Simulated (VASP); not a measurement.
The system is ZnO.

```
Zn O
1.0
     5.51757    0.00000    0.00000
     0.00000    5.51757    0.00000
     0.00000    0.00000    3.25878
Zn O
4 4
Direct
  0.18197 0.18197 0.50000
  0.81803 0.81803 0.50000
  0.68197 0.31803 0.00000
  0.31803 0.68197 0.00000
  0.81725 0.18275 0.50000
  0.18275 0.81725 0.50000
  0.68275 0.68275 0.00000
  0.31725 0.31725 0.00000
```

Base run:

```yaml
Program: VASP 6.6.1
Functional: PBE
Potentials_or_basis: VASP PAW PBE potentials, release 64 (Zn, O)
Cutoff: 520 eV
k_mesh: 6 × 6 × 8
Occupations: gaussian, width 0.05 eV
Spin: no spin polarisation
```

Its results: band gap on the k mesh 0.80 eV; pressure 6.0 GPa; largest force 0.035 eV/Å.

The run is repeated on the same cell with these changes: functional from PBE to r2SCAN. What comes out?

Band gap on the k mesh 1.20 eV; pressure 0.3 GPa; largest force 0.044 eV/Å.

Caveats: the cell stands under pressure (at least some runs); the PAW data sets were made with another functional, which shifts forces and pressure a little (at least some runs).

A k mesh can miss the band edges.
